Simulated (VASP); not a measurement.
Write the native input for VASP 6.6.1 that does the following.

```
Task                   : single point
Functional             : PBE
Potentials or basis    : VASP PAW PBE potentials, release 64 (Si, Ni)
Cutoff                 : 520 eV
k mesh                 : 14 × 14 × 14
Occupations            : gaussian, width 0.15 eV
Spin                   : collinear spin, ferromagnetic start
Starting moments       : [0.0, 0.0, 0.875] μB
Fixed moment           : 0.875 μB
Dipole correction      : no
Further INCAR settings : ALGO = Normal; EDIFF = 1e-06; NBANDS = 20
```

The structure of Si2Ni lies in POSCAR:

```
Si2Ni
1.0
    0.0000000000      2.6675821510      2.6675821510
    2.6675821510      0.0000000000      2.6675821510
    2.6675821510      2.6675821510      0.0000000000
Si Ni
2 1
Direct
    0.2500000000      0.2500000000      0.2500000000
    0.7500000000      0.7500000000      0.7500000000
    0.0000000000      0.0000000000      0.0000000000
```

One way to write it, as run:

INCAR

```
SYSTEM = Si2Ni
  PREC = Accurate
  ENCUT = 520
  EDIFF = 1E-6
  ISMEAR = 0
  SIGMA = 0.15
  LREAL = .FALSE.
  LASPH = .TRUE.
  NELM = 150
  ALGO = Normal
  ISIF = 2
  LWAVE = .FALSE.
  LCHARG = .FALSE.
  ISPIN = 2
  MAGMOM = 0 0 0.875
  LORBIT = 11
  NUPDOWN = 0.875
  LMAXMIX = 4
  GGA = PE
  NBANDS = 20
```

KPOINTS

```
Automatic mesh
0
G
  14 14 14
  0 0 0
```

Potentials or basis: VASP PAW PBE potentials, release 64 (Si, Ni).

Command:

```bash
$ cat potpaw_PBE.64/Si/POTCAR potpaw_PBE.64/Ni/POTCAR > POTCAR
$ mpirun -np 1 vasp_std > vasp.out
```

Results of the run:

| Property | Result |
| --- | --- |
| Pressure | 13.6 GPa |
| Net moment | 0.87 μB per cell |
| Site moments | Si +0.11; Ni +0.40 μB |
| Valence electrons inside the program's atomic spheres | Si 1.62; Ni 9.90 |

Caveat: the total moment is fixed, so each spin has its own Fermi level.

Run time: 2.1 min on 1 thread of Intel(R) Xeon(R) 6975P-C (Granite Rapids) (shared host), peak memory 0.25 GiB.
